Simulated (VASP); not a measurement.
# BaZrO3 (Pm-3m) in VASP: a series of runs, part 2 of 2

VASP 6.6.1.

### Step 4. Relaxation of cell and atoms, LDA

This run uses another cell than the first one, of 14.73 Å³/atom, 1.032 times its volume.

The input, INCAR:

```
SYSTEM = BaZrO3
  PREC = Accurate
  ENCUT = 600
  EDIFF = 1E-6
  ISMEAR = -1
  SIGMA = 0.05
  LREAL = .False.
  LASPH = .True.
  NELM = 100
  ALGO = Normal
  ISIF = 3
  LWAVE = .False.
  LCHARG = .False.
  GGA = CA
  IBRION = 2
  NSW = 60
  EDIFFG = -0.01
```

The input, KPOINTS:

```
regular mesh
0
Gamma
  6 6 6
  0 0 0
```

The input, POSCAR:

```
BaZrO3
1.0
    4.1913400000      0.0000000000      0.0000000000
    0.0000000000      4.1913400000      0.0000000000
    0.0000000000      0.0000000000      4.1913400000
Ba Zr O
1 1 3
Direct
    0.0000000000      0.0000000000      0.0000000000
    0.5000000000      0.5000000000      0.5000000000
    0.5000000000      0.5000000000      0.0000000000
    0.5000000000      0.0000000000      0.5000000000
    0.0000000000      0.5000000000      0.5000000000
```

Potentials or basis: VASP PAW LDA potentials, release 64 (Ba_sv, Zr_sv, O).

Command:

```sh
cat potpaw_LDA.64/Ba_sv/POTCAR potpaw_LDA.64/Zr_sv/POTCAR potpaw_LDA.64/O/POTCAR > POTCAR
mpirun -np 1 vasp_std > vasp.out
```

OUTCAR:

```text
SYSTEM = BaZrO3
   PREC = Accurate
   ENCUT = 600
   EDIFF = 1E-6
   ISMEAR = -1
   LREAL = .False.
   LASPH = .True.
   NELM = 100
   ISIF = 3
   GGA = CA
   IBRION = 2
   NSW = 60
   EDIFFG = -0.01

 ion  position               nearest neighbor table
   1  0.000  0.000  0.000-   3 2.96   4 2.96   5 2.96   4 2.96   5 2.96   3 2.96   5 2.96   5 2.96
                             3 2.96   4 2.96   4 2.96   3 2.96   2 3.63   2 3.63   2 3.63   2 3.63
   2  0.500  0.500  0.500-   3 2.10   4 2.10   5 2.10   3 2.10   4 2.10   5 2.10   1 3.63   1 3.63
                             1 3.63   1 3.63   1 3.63   1 3.63   1 3.63   1 3.63
   3  0.500  0.500  0.000-   2 2.10   2 2.10   1 2.96   1 2.96   1 2.96   1 2.96
   4  0.500  0.000  0.500-   2 2.10   2 2.10   1 2.96   1 2.96   1 2.96   1 2.96
   5  0.000  0.500  0.500-   2 2.10   2 2.10   1 2.96   1 2.96   1 2.96   1 2.96

  LATTYP: Found a simple cubic cell.
[... 191 lines left out ...]
  -------------------------------------------------------------------------------------
  Total       -1.8369301     -1.8369301     -1.8369301      0.0000000     -0.0000000      0.0000000
  in kB      -39.9709558    -39.9709558    -39.9709558      0.0000000     -0.0000000      0.0000000
  external PRESSURE =     -39.9709558 kB  Pullay stress =       0.0000000 kB
[... 65 lines left out ...]
--------------------------------------- Ionic step        3  -------------------------------------------

 number of electron      39.9999994 magnetization

 Free energy of the ion-electron system (eV)
  ---------------------------------------------------
  ext. energy  EPLUGINS =         0.00000000
  ---------------------------------------------------
  free energy    TOTEN  =       -45.75176941 eV

  energy without entropy =      -45.75176941  energy(sigma->0) =      -45.75176941

 E-fermi :   4.8120     XC(G=0): -11.3563

 val. band max:        3.6446755124   @ k =   0.5000   0.5000   0.5000
 cond. band min:       6.7633047086   @ k =   0.0000   0.0000   0.0000
 fundamental gap:      3.1186291962
 Fermi energy:         4.8120414392

 k-point     1 :       0.0000    0.0000    0.0000
  band No.  band energies     occupation
      1     -42.8686      2.00000
      2     -21.4190      2.00000
      3     -21.2419      2.00000
      4     -21.2419      2.00000
      5     -21.2419      2.00000
      6     -12.4525      2.00000
[... 561 lines left out ...]
  FREE ENERGIE OF THE ION-ELECTRON SYSTEM (eV)
  ---------------------------------------------------
  free  energy   TOTEN  =       -45.7517694064 eV

  energy  without entropy=      -45.7517694063  energy(sigma->0) =      -45.75176941

 reached required accuracy - stopping structural energy minimisation
```

OSZICAR:

```text
N       E                     dE             d eps       ncg     rms          rms(c)
DAV:   1     0.350733274886E+03    0.35073E+03   -0.24334E+04   960   0.184E+03
DAV:   2    -0.302232345272E+02   -0.38096E+03   -0.37454E+03  1232   0.413E+02
DAV:   3    -0.524693232180E+02   -0.22246E+02   -0.22225E+02  1568   0.985E+01
[... 27 lines left out ...]
DAV:   4    -0.457498035290E+02    0.24372E-02   -0.39877E-02  1496   0.106E+00    0.371E-01
DAV:   5    -0.457508263395E+02   -0.10228E-02   -0.14214E-03  1304   0.234E-01    0.210E-01
DAV:   6    -0.457517410703E+02   -0.91473E-03   -0.22634E-03  1600   0.270E-01    0.302E-02
DAV:   7    -0.457517659499E+02   -0.24880E-04   -0.26926E-04  1272   0.906E-02    0.214E-02
DAV:   8    -0.457517689700E+02   -0.30201E-05   -0.39927E-05  1232   0.381E-02    0.437E-03
DAV:   9    -0.457517694064E+02   -0.43636E-06   -0.13414E-06   880   0.762E-03
   3 F= -.45751769E+02 E0= -.45751769E+02  d E =-.223598E-01
```

CONTCAR:

```text
BaZrO3
   1.00000000000000
     4.1579271845575176    0.0000000000000000    0.0000000000000000
     0.0000000000000000    4.1579271845575176   -0.0000000000000000
     0.0000000000000000   -0.0000000000000000    4.1579271845575176
  Ba              Zr              O
     1     1     3
Direct
     0.0000000000000000    0.0000000000000000    0.0000000000000000
     0.5000000000000000    0.5000000000000000    0.5000000000000000
     0.5000000000000000    0.5000000000000000    0.0000000000000000
     0.5000000000000000    0.0000000000000000    0.5000000000000000
     0.0000000000000000    0.5000000000000000    0.5000000000000000

  0.00000000E+00  0.00000000E+00  0.00000000E+00
  0.00000000E+00  0.00000000E+00  0.00000000E+00
  0.00000000E+00  0.00000000E+00  0.00000000E+00
  0.00000000E+00  0.00000000E+00  0.00000000E+00
  0.00000000E+00  0.00000000E+00  0.00000000E+00
```

It took 60 s on 1 thread of Intel Xeon Platinum 8559C (Emerald Rapids), shared host; peak memory 0.2 GiB.

Results:

```yaml
Free_energy: -45.7518 eV
Relaxed_volume: 14.38 Å³/atom
Relaxed_cell: a = 4.158 Å, b = 4.158 Å, c = 4.158 Å, α = 90.00°, β = 90.00°, γ = 90.00°
Space_group_after_relaxing_to_0.05_Å: Pm-3m (No. 221)
Energy_gained_by_relaxing: 4.5 meV/atom
Ionic_steps: 3
Pressure_after_relaxing: 0.0 GPa
Band_gap_on_the_k_mesh: 3.12 eV, indirect (least direct gap 3.31 eV)
```

Step by step:
```csv
step,energy change (eV),largest force (eV/Å),pressure (GPa),volume (Å³)
1,0.0000,0.0000,-4.00,73.63
2,0.0125,0.0000,5.51,69.78
3,-0.0224,0.0000,-0.03,71.88
```

Final structure:
```
Ba Zr O
1.0
     4.15793    0.00000    0.00000
     0.00000    4.15793    0.00000
     0.00000    0.00000    4.15793
Ba Zr O
1 1 3
Direct
  0.00000 0.00000 0.00000
  0.50000 0.50000 0.50000
  0.50000 0.50000 0.00000
  0.50000 0.00000 0.50000
  0.00000 0.50000 0.50000
```

Caveat: spin-orbit coupling is left out, which moves the levels of the heavy elements. A k mesh can miss the band edges.

### Step 5. Single point, PBE

This run uses another cell than the first one, of 13.84 Å³/atom, 0.970 times its volume.

The input, INCAR:

```
SYSTEM = BaZrO3
PREC = Accurate ; ENCUT = 520
EDIFF = 1E-6 ; ISMEAR = -1
SIGMA = 0.05 ; LREAL = .False.
LASPH = .True. ; NELM = 80
ALGO = Normal ; ISIF = 2
LWAVE = .False. ; LCHARG = .False.
GGA = PE ; NBANDS = 28
```

KPOINTS is that of step 4.

POSCAR: that of step 4 with these lines changed.

```diff
@@ -2,5 +2,5 @@
 1.0
-    4.1913400000      0.0000000000      0.0000000000
-    0.0000000000      4.1913400000      0.0000000000
-    0.0000000000      0.0000000000      4.1913400000
+    4.1057784409      0.0000000000      0.0000000000
+    0.0000000000      4.1057784409      0.0000000000
+    0.0000000000      0.0000000000      4.1057784409
 Ba Zr O
```

Potentials or basis: VASP PAW PBE potentials, release 64 (Ba_sv, Zr_sv, O).

Command:

```sh
cat potpaw_PBE.64/Ba_sv/POTCAR potpaw_PBE.64/Zr_sv/POTCAR potpaw_PBE.64/O/POTCAR > POTCAR
mpirun -np 1 vasp_std > vasp.out
```

Wall time 12 s (1 thread of Intel Xeon 6975P-C (Granite Rapids), shared host); peak memory 0.2 GiB.

The run converged. Its results:

| Property | Result |
| --- | --- |
| Free energy | -41.3824 eV |
| Pressure | 17.2 GPa |
| Band gap on the k mesh | 3.32 eV, indirect (least direct gap 3.46 eV) |

Levels at points of the mesh, in eV from the valence-band top:
```csv
k point,band 16,band 17,band 18,band 19,band 20,band 21,band 22,band 23,band 24,band 25
"(0.00, 0.00, 0.00)",-1.08,-1.08,-0.14,-0.14,-0.14,3.32,3.32,3.32,4.73,4.73
"(0.50, 0.00, 0.00)",-1.85,-1.82,-1.82,-0.34,-0.34,3.83,6.13,6.13,6.67,7.00
"(0.50, 0.50, 0.00)",-2.60,-0.92,-0.92,-0.62,-0.09,6.08,6.08,6.81,6.88,8.17
"(0.50, 0.50, 0.50)",-2.56,-2.56,0.00,0.00,0.00,6.23,6.23,6.23,7.55,7.55
```

Caveat: spin-orbit coupling is left out, which moves the levels of the heavy elements. A k mesh can miss the band edges.

### Step 6. Summary

| task | level | potentials or basis | cell | cutoff (eV) | gap on the mesh (eV) | pressure (GPa) |
| --- | --- | --- | --- | --- | --- | --- |
| single point | LDA | VASP PAW LDA potentials, release 64 (Ba_sv, Zr_sv, O) | a = 4.147 Å, 5 atoms | 520 | 3.13 | 1.5 |
| single point | r2SCAN | VASP PAW PBE potentials, release 64 (Ba_sv, Zr_sv, O) | a = 4.191 Å, 5 atoms | 520 | 3.70 | 2.7 |
| relaxation of cell and atoms | LDA | VASP PAW LDA potentials, release 64 (Ba_sv, Zr_sv, O) | relaxed from a = 4.191 Å, 5 atoms | 600 | 3.12 | 0.0 |
| single point | PBE | VASP PAW PBE potentials, release 64 (Ba_sv, Zr_sv, O) | a = 4.106 Å, 5 atoms | 520 | 3.32 | 17.2 |

Alike in all rows: no spin polarisation; k mesh 6 × 6 × 6; smearing fermi-dirac 0.05 eV.

Caveats: spin-orbit coupling is left out, which moves the levels of the heavy elements; the PAW data sets were made with another functional, which shifts forces and pressure a little (some runs).

Total energies depend on the potentials used, so only differences within one code and one set of settings carry meaning.
